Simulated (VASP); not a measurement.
# GaP (I-4m2) in VASP: notebook

Runs on GaP. Level: r2SCAN. Tasks: single point.

Program: VASP 6.6.1. These are calculated values, not measurements. Logs are shortened: lines on timing, memory, paths and dates and some standing lists are left out, and cuts for length are marked.

**1. The cell of the first run**

It takes space group I-4m2 (No. 119, tetragonal). The conventional cell has a = 3.854 Å, b = 3.854 Å, c = 5.287 Å, α = 90.00°, β = 90.00°, γ = 90.00°. Within 3.1 Å of Ga (site symmetry -4m2) lie 4 P at 2.34 Å. P (site symmetry -4m2) has 4 Ga at 2.34 Å within 3.1 Å.

**2. Single point, r2SCAN (strain -0.0300 x Voigt [0, 1, 0, 0, 0, 0])**

File POSCAR:

```
GaP
1.0
    0.0000000000      2.6434925000      2.7252500000
    2.7252500000      0.0000000000      2.7252500000
    2.7252500000      2.6434925000      0.0000000000
Ga P
1 1
Direct
    0.0000000000      0.0000000000      0.0000000000
    0.7500000000      0.7500000000      0.7500000000
```

File INCAR.step1:

```
SYSTEM = GaP
ALGO = Normal ; EDIFF = 1E-4
ENCUT = 520 ; GGA = PE
ISMEAR = 0 ; LASPH = .True.
LCHARG = .False. ; LREAL = .False.
LWAVE = .True. ; NBANDS = 16
NELM = 80 ; PREC = Accurate
SIGMA = 0.05
```

File INCAR.step2:

```
SYSTEM = GaP
ALGO = Normal ; EDIFF = 1E-6
ENCUT = 520 ; ISIF = 2
ISMEAR = 0 ; ISTART = 1
LASPH = .True. ; LCHARG = .True.
LELF = .True. ; LMIXTAU = .True.
LREAL = .False. ; LVHAR = .True.
LWAVE = .False. ; METAGGA = R2SCAN
NBANDS = 16 ; NELM = 80
PREC = Accurate ; SIGMA = 0.05
```

File KPOINTS:

```
k-points
0
Gamma
  8 8 8
  0 0 0
```

Potentials or basis: VASP PAW PBE potentials, release 64 (Ga_d, P).

Command:

```bash
cat potpaw_PBE.64/Ga_d/POTCAR potpaw_PBE.64/P/POTCAR > POTCAR
cp INCAR.step1 INCAR
mpirun -np 1 vasp_std > vasp.out
cp INCAR.step2 INCAR
mpirun -np 1 vasp_std > vasp.out
```

OUTCAR:

```text
SYSTEM = GaP
   EDIFF = 1E-6
   ENCUT = 520
   ISIF = 2
   ISMEAR = 0
   ISTART = 1
   LASPH = .True.
   LREAL = .False.
   METAGGA = R2SCAN
   NELM = 80
   PREC = Accurate

 ion  position               nearest neighbor table
   1  0.000  0.000  0.000-   2 2.34   2 2.34   2 2.34   2 2.34
   2  0.750  0.750  0.750-   1 2.34   1 2.34   1 2.34   1 2.34

  LATTYP: Found a body centered tetragonal cell.
 ALAT       =     3.8540855109
 C/A-ratio  =     1.3717871555

  Lattice vectors:

 A1 = (   0.0000000000,  -2.6434925000,   2.7252500000)
 A2 = (   0.0000000000,  -2.6434925000,  -2.7252500000)
 A3 = (   2.7252500000,   2.6434925000,   0.0000000000)

Analysis of symmetry for initial positions (statically):
=====================================================================
 Subroutine PRICEL returns:
 Original cell was already a primitive cell.

 Routine SETGRP: Setting up the symmetry group for a
 body centered tetragonal supercell.

 Subroutine GETGRP returns: Found  8 space group operations
 (whereof  8 operations were pure point group operations)
 out of a pool of 16 trial point group operations.

The static configuration has the point symmetry D_2d.

Analysis of symmetry for dynamics (positions and initial velocities):
=====================================================================
 Subroutine PRICEL returns:
 Original cell was already a primitive cell.

 Routine SETGRP: Setting up the symmetry group for a
 body centered tetragonal supercell.

 Subroutine GETGRP returns: Found  8 space group operations
 (whereof  8 operations were pure point group operations)
 out of a pool of 16 trial point group operations.

The dynamic configuration has the point symmetry D_2d.

 Subroutine INISYM returns: Found  8 space group operations
 (whereof  8 operations are pure point group operations),
 and found     1 'primitive' translations

----------------------------------------------------------------------------------------

                                     Primitive cell

  volume of cell :      39.2664

  direct lattice vectors                    reciprocal lattice vectors
     0.000000000  2.643492500  2.725250000    -0.183469406  0.189143718  0.183469406
     2.725250000  0.000000000  2.725250000     0.183469406 -0.189143718  0.183469406
     2.725250000  2.643492500  0.000000000     0.183469406  0.189143718 -0.183469406

  length of vectors
     3.796714390  3.854085511  3.796714390     0.321087826  0.321087826  0.321087826

  position of ions in fractional coordinates (direct lattice)
     0.000000000  0.000000000  0.000000000
     0.750000000  0.750000000  0.750000000

  ion indices of the primitive-cell ions
   primitive index   ion index
                 1           1
                 2           2

----------------------------------------------------------------------------------------

 KPOINTS: k-points

Automatic generation of k-mesh.
 Grid dimensions read from file:
 generate k-points for:    8    8    8

 Generating k-lattice:

  Cartesian coordinates                     Fractional coordinates (reciprocal lattice)
    -0.022933676  0.023642965  0.022933676     0.125000000  0.000000000  0.000000000
     0.022933676 -0.023642965  0.022933676     0.000000000  0.125000000  0.000000000
     0.022933676  0.023642965 -0.022933676     0.000000000  0.000000000  0.125000000

  Length of vectors
     0.040135978  0.040135978  0.040135978

  Shift w.r.t. Gamma in fractional coordinates (k-lattice)
     0.000000000  0.000000000  0.000000000

 Subroutine IBZKPT returns following result:
 ===========================================

 Found     59 irreducible k-points:

 Following reciprocal coordinates:
            Coordinates               Weight
  0.000000  0.000000  0.000000      1.000000
  0.125000  0.000000  0.000000      8.000000
  0.250000  0.000000  0.000000      8.000000
  0.375000  0.000000  0.000000      8.000000
  0.500000  0.000000  0.000000      4.000000
  0.125000  0.125000  0.000000      4.000000
[... 16 lines left out ...]
  0.250000  0.000000  0.125000      8.000000
  0.375000  0.000000  0.125000      8.000000
 [... further k-points ...]
   k-points           NKPTS =     59   k-points in BZ     NKDIM =     59   number of bands    NBANDS=     16
   number of dos      NEDOS =    301   number of ions     NIONS =      2
   total plane-waves  NPLWV =  23520
   dimension x,y,z NGX =    28 NGY =   30 NGZ =   28
   dimension x,y,z NGXF=    56 NGYF=   60 NGZF=   56
   ions per type =               1   1
   NGX,Y,Z   is equivalent  to a cutoff of  12.26, 12.94, 12.26 a.u.
   NGXF,Y,Z  is equivalent  to a cutoff of  24.52, 25.88, 24.52 a.u.
 SYSTEM =  GaP
   PREC   = accura    normal or accurate (medium, high low for compatibility)
   ISTART =      1    job   : 0-new  1-cont  2-samecut
   ICHARG =      0    charge: 1-file 2-atom 10-const
   ISPIN  =      1    spin polarized calculation?
   LNONCOLLINEAR =      F non collinear calculations
   LSORBIT =      F    spin-orbit coupling
   LASPH  =      T    aspherical Exc in radial PAW
   ENCUT  =  520.0 eV  38.22 Ry    6.18 a.u.   7.06  7.17  7.06*2*pi/ulx,y,z
   NELM   =     80;   NELMIN=  2; NELMDL=  0     # of ELM steps
   EDIFF  = 0.1E-05   stopping-criterion for ELM
   LREAL  =      F    real-space projection
   EDIFFG = 0.1E-04   stopping-criterion for IOM
   NSW    =      0    number of steps for IOM
   IBRION =     -1    ionic relax: 0-MD 1-quasi-New 2-CG
   NFREE  =      0    steps in history (QN), initial steepest desc. (CG)
   ISIF   =      2    stress and relaxation
   ISYM   =      2    0-nonsym 1-usesym 2-fastsym
   POTIM  = 0.5000    time-step for ionic-motion
   TEBEG  =    0.0;   TEEND  =   0.0 temperature during run
   PSTRESS=    0.0 pullay stress
   NELECT =      18.0000    total number of electrons
   NUPDOWN=      -1.0000    fix difference up-down
   EMIN   =  10.00;   EMAX   =-10.00  energy-range for DOS
   EFERMI =   0.00;   METHOD = LEGACY
   ISMEAR =     0;   SIGMA  =   0.05  broadening in eV -4-tet -1-fermi 0-gaus
   EFERMI_NEDOS =   21; number of points for ismear=-14 and -15
   IALGO  =     38    algorithm
   IMIX   =      4    mixing-type and parameters
     AMIX     =   0.40;   BMIX     =  1.00
     AMIX_MAG =   1.60;   BMIX_MAG =  1.00
  volume/ion in A,a.u.               =      19.63       132.49
  Fermi-wavevector in a.u.,A,eV,Ry     =   1.262289  2.385380 21.679157  1.593373
  Thomas-Fermi vector in A             =   2.395705
   LORBIT       =      0    0 simple, 1 ext, 2 COOP (PROOUT), +10 PAW based schemes
   METAGGA = R2SCAN    functional components
   LHFCALC =     F    Hartree Fock is set to
   AEXX    =    0.0000 exact exchange contribution
   IVDW    =     0    specifies the selected vdW correction
   LEPSILON=     F    determine dielectric tensor
   LRPA    =     F    only Hartree local field effects (RPA)
 non-spin polarized calculation
 Gauss-broadening in eV      SIGMA  =   0.05
  energy-cutoff  :      520.00
  volume of cell :       39.27
 maximum number of plane-waves:      1078
   NGX = 15   NGY = 15   NGZ = 15

 number of electron      17.9999995 magnetization

 Free energy of the ion-electron system (eV)
  ---------------------------------------------------
  ext. energy  EPLUGINS =         0.00000000
  ---------------------------------------------------
  free energy    TOTEN  =       -21.44646043 eV

  energy without entropy =      -21.44646043  energy(sigma->0) =      -21.44646043

 E-fermi :   5.1939     XC(G=0): -10.6993

 val. band max:        4.8985381254   @ k =   0.0000   0.0000   0.0000
 cond. band min:       6.4394735193   @ k =   0.3750   0.0000   0.3750
 fundamental gap:      1.5409353939
 Fermi energy:         5.1938903902

 k-point     1 :       0.0000    0.0000    0.0000
  band No.  band energies     occupation
      1     -10.2664      2.00000
      2     -10.2659      2.00000
      3     -10.2572      2.00000
      4     -10.1423      2.00000
      5     -10.1377      2.00000
      6      -8.4798      2.00000
[... 8 lines left out ...]
     15      14.8060      0.00000
     16      15.3669      0.00000

 k-point     2 :       0.1250    0.0000    0.0000
  band No.  band energies     occupation
      1     -10.2829      2.00000
      2     -10.2602      2.00000
      3     -10.2543      2.00000
      4     -10.1426      2.00000
      5     -10.1373      2.00000
      6      -8.2569      2.00000
[... 8 lines left out ...]
     15      14.6272      0.00000
     16      15.3440      0.00000

 k-point     3 :       0.2500    0.0000    0.0000
  band No.  band energies     occupation
      1     -10.3220      2.00000
      2     -10.2482      2.00000
      3     -10.2428      2.00000
      4     -10.1420      2.00000
      5     -10.1349      2.00000
      6      -7.6290      2.00000
[... 8 lines left out ...]
     15      14.3212      0.00000
     16      15.4937      0.00000

 k-point     4 :       0.3750    0.0000    0.0000
  band No.  band energies     occupation
      1     -10.3556      2.00000
      2     -10.2388      2.00000
      3     -10.2335      2.00000
      4     -10.1388      2.00000
      5     -10.1295      2.00000
      6      -6.7533      2.00000
[... 8 lines left out ...]
     15      15.6749      0.00000
     16      15.7111      0.00000

 k-point     5 :       0.5000    0.0000    0.0000
  band No.  band energies     occupation
      1     -10.3684      2.00000
      2     -10.2358      2.00000
      3     -10.2305      2.00000
      4     -10.1366      2.00000
      5     -10.1263      2.00000
      6      -6.2114      2.00000
[... 8 lines left out ...]
     15      17.0579      0.00000
     16      17.3626      0.00000

 k-point     6 :       0.1250    0.1250    0.0000
  band No.  band energies     occupation
      1     -10.2954      2.00000
      2     -10.2548      2.00000
      3     -10.2471      2.00000
      4     -10.1439      2.00000
      5     -10.1368      2.00000
      6      -8.1889      2.00000
[... 8 lines left out ...]
     15      15.4130      0.00000
     16      15.7150      0.00000

 k-point     7 :       0.2500    0.1250    0.0000
  band No.  band energies     occupation
      1     -10.3251      2.00000
      2     -10.2434      2.00000
      3     -10.2368      2.00000
      4     -10.1470      2.00000
      5     -10.1337      2.00000
      6      -7.7005      2.00000
[... 8 lines left out ...]
     15      15.4034      0.00000
     16      16.8053      0.00000

 k-point     8 :       0.3750    0.1250    0.0000
  band No.  band energies     occupation
      1     -10.3541      2.00000
      2     -10.2352      2.00000
      3     -10.2272      2.00000
      4     -10.1449      2.00000
      5     -10.1306      2.00000
      6      -6.8914      2.00000
[... 8 lines left out ...]
     15      16.1701      0.00000
     16      16.5562      0.00000

 k-point     9 :       0.5000    0.1250    0.0000
  band No.  band energies     occupation
      1     -10.3697      2.00000
      2     -10.2317      2.00000
      3     -10.2237      2.00000
      4     -10.1395      2.00000
      5     -10.1297      2.00000
      6      -6.1349      2.00000
[... 8 lines left out ...]
     15      17.1136      0.00000
     16      17.6281      0.00000
[... 172 lines left out ...]
 k-point    19 :       0.5000    0.3750    0.0000
  band No.  band energies     occupation
      1     -10.3984      2.00000
      2     -10.1966      2.00000
      3     -10.1907      2.00000
      4     -10.1716      2.00000
      5     -10.1200      2.00000
      6      -5.5156      2.00000
[... 8 lines left out ...]
     15      17.5526      0.00000
     16      19.0392      0.00000

 k-point    20 :      -0.3750    0.3750    0.0000
  band No.  band energies     occupation
      1     -10.3902      2.00000
      2     -10.2082      2.00000
      3     -10.1956      2.00000
      4     -10.1604      2.00000
      5     -10.1272      2.00000
      6      -5.2940      2.00000
[... 8 lines left out ...]
     15      15.9168      0.00000
     16      20.5583      0.00000

 k-point    21 :       0.5000    0.5000    0.0000
  band No.  band energies     occupation
      1     -10.4070      2.00000
      2     -10.1871      2.00000
      3     -10.1837      2.00000
      4     -10.1796      2.00000
      5     -10.1163      2.00000
      6      -5.2854      2.00000
[... 8 lines left out ...]
     15      17.8568      0.00000
     16      18.5801      0.00000

 k-point    22 :       0.1250    0.0000    0.1250
  band No.  band energies     occupation
      1     -10.2884      2.00000
      2     -10.2553      2.00000
      3     -10.2548      2.00000
      4     -10.1481      2.00000
      5     -10.1335      2.00000
      6      -8.1723      2.00000
[... 8 lines left out ...]
     15      15.0820      0.00000
     16      15.8082      0.00000

 k-point    23 :       0.2500    0.0000    0.1250
  band No.  band energies     occupation
      1     -10.3218      2.00000
      2     -10.2433      2.00000
      3     -10.2421      2.00000
      4     -10.1525      2.00000
      5     -10.1292      2.00000
      6      -7.6700      2.00000
[... 8 lines left out ...]
     15      15.2309      0.00000
     16      16.7600      0.00000

 k-point    24 :       0.3750    0.0000    0.1250
  band No.  band energies     occupation
      1     -10.3534      2.00000
      2     -10.2330      2.00000
      3     -10.2315      2.00000
      4     -10.1514      2.00000
      5     -10.1249      2.00000
      6      -6.8543      2.00000
[... 8 lines left out ...]
     15      16.3939      0.00000
     16      16.5021      0.00000

 [... further k-points ...]

------------------------ aborting loop because EDIFF is reached ----------------------------------------

  FORCE on cell =-STRESS in cart. coord.  units (eV):
  Direction    XX          YY          ZZ          XY          YZ          ZX
  --------------------------------------------------------------------------------------
  -------------------------------------------------------------------------------------
  Total        0.5006513      1.0806743      0.5006513      0.0000000      0.0000000      0.0000000
  in kB       20.4279694     44.0945219     20.4279694      0.0000000      0.0000000      0.0000000
  external PRESSURE =      28.3168202 kB  Pullay stress =       0.0000000 kB

 VOLUME and BASIS-vectors are now :
 -----------------------------------------------------------------------------
  energy-cutoff  :      520.00
  volume of cell :       39.27
      direct lattice vectors                 reciprocal lattice vectors
     0.000000000  2.643492500  2.725250000    -0.183469406  0.189143718  0.183469406
     2.725250000  0.000000000  2.725250000     0.183469406 -0.189143718  0.183469406
     2.725250000  2.643492500  0.000000000     0.183469406  0.189143718 -0.183469406

 POSITION                                       TOTAL-FORCE (eV/Angst)
 -----------------------------------------------------------------------------------
      0.00000      0.00000      0.00000         0.000000     -0.000000      0.000000
      4.08788      3.96524      4.08788        -0.000000      0.000000     -0.000000
 -----------------------------------------------------------------------------------
    total drift:                                0.000129      0.000577      0.000129

  FREE ENERGIE OF THE ION-ELECTRON SYSTEM (eV)
  ---------------------------------------------------
  free  energy   TOTEN  =       -21.4464604270 eV

  energy  without entropy=      -21.4464604270  energy(sigma->0) =      -21.44646043
```

It took 3.6 min on 1 thread of Intel Xeon 8259CL, shared host; peak memory 0.19 GiB.

What came out:

- Free energy: -21.4465 eV
- Pressure: 2.8 GPa
- Band gap on the k mesh: 1.54 eV (least direct gap 2.49 eV)

Levels at points of the mesh, in eV from the valence-band top:
```
           k point  band 7  band 8  band 9  band 10  band 11  band 12
(0.00, 0.00, 0.00)   -0.18   -0.18    0.00     2.49     4.02     4.09
(0.50, 0.00, 0.00)   -7.15   -1.47   -1.20     2.00     4.81     5.08
(0.50, 0.50, 0.00)   -7.30   -2.96   -2.94     1.81     2.06    11.37
(0.50, 0.00, 0.50)   -7.08   -3.18   -3.18     1.58     1.75    11.45
```

Caveat: the cell differs from its parent crystal (strain -0.0300 x Voigt [0, 1, 0, 0, 0, 0]); the PAW data sets were made with another functional, which shifts forces and pressure a little. A k mesh can miss the band edges.

(Continued in part 2 of 2.)
